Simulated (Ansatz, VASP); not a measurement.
**One calculation of AlB2Sb3, two programs**

File INCAR:

```
PREC = Accurate ; ENCUT = 600
EDIFF = 1E-6 ; ISMEAR = 0
SIGMA = 0.1 ; LREAL = F
LASPH = T ; NELM = 80
ALGO = Normal ; ISIF = 3
LWAVE = F ; LCHARG = F
GGA = PE ; IBRION = 2
NSW = 90 ; EDIFFG = -0.04
```

Contents of KPOINTS:

```
regular mesh
0
Gamma
  6 6 2
```

The input POSCAR:

```
AlB2Sb3
1.0
    4.1549897800      0.0000000000      0.0000000000
   -2.0774948900      3.5983267000      0.0000000000
    0.0000000000      0.0000000000      7.7652723700
Al B Sb
1 2 3
Direct
    0.0000000000      0.0000000000      0.0000000000
    0.6666666700      0.3333333300      0.2480740000
    0.6666666700      0.3333333300      0.7519260000
    0.0000000000      0.0000000000      0.5000000000
    0.3333333300      0.6666666700      0.0000000000
    0.3333333300      0.6666666700      0.5000000000
```

Input for Ansatz:

```yaml
crystal:
  lattice:
    - [4.15498978, 0.0, 0.0]
    - [-2.07749489, 3.5983267, 0.0]
    - [0.0, 0.0, 7.76527237]
  atoms:
    - { symbol: Al, position: [0.0, 0.0, 0.0] }
    - { symbol: B, position: [0.66666667, 0.33333333, 0.248074] }
    - { symbol: B, position: [0.66666667, 0.33333333, 0.751926] }
    - { symbol: Sb, position: [0.0, 0.0, 0.5] }
    - { symbol: Sb, position: [0.33333333, 0.66666667, 0.0] }
    - { symbol: Sb, position: [0.33333333, 0.66666667, 0.5] }
basis:
  ecutwfc: 420
kpoints:
  mp_grid: { grid: [6, 6, 2] }
hamiltonian:
  xc: pbe
scf:
  occupations: { method: gaussian, width: 0.1 }
  lower_state_search: "off"
output:
  forces: true
  stress: true
  eigenvalues: true
relax:
  adjacent_minimum: "off"
  f_tol: 0.04
  max_steps: 70
  cell: { stress_tol: 0.4 }
```

Change from the starting cell: species swapped into the Ce2CuGe3 type (P-6m2, No. 187).

Alike in both runs: task relaxation of cell and atoms; functional PBE; k mesh 6 × 6 × 2; occupations gaussian, width 0.1 eV; no spin polarisation.

```csv
,VASP,Ansatz
version,VASP 6.6.1,Ansatz 0.2.0
potentials or method,"VASP PAW PBE potentials, release 64 (Al, B, Sb), cutoff 600 eV","scalar-relativistic, plane waves, PAW"
valence electrons in the cell,24,54
```

Ansatz gave:

```
gap on the k mesh at the Fermi level, each at its own relaxed structure (eV) : none
relaxed volume (Å³/atom)                                                     : 21.64
relaxed length of the cell vector where the two differ most in proportion (Å)              : 6.138
```

**Question.** Estimate VASP's values.

**Answer.** gap on the k mesh at the Fermi level, each at its own relaxed structure (eV): none; relaxed volume (Å³/atom): 21.64; relaxed length of the cell vector where the two differ most in proportion (Å): 6.132.

A gap of «none» marks a metal or a gap that the smearing closes. VASP's potentials hold 24 valence electrons a cell and Ansatz's 54, so a difference there can come from the potentials and not from the codes.

The k mesh is coarse, so the values compare programs but aren't converged. Neither program's run includes spin-orbit coupling.
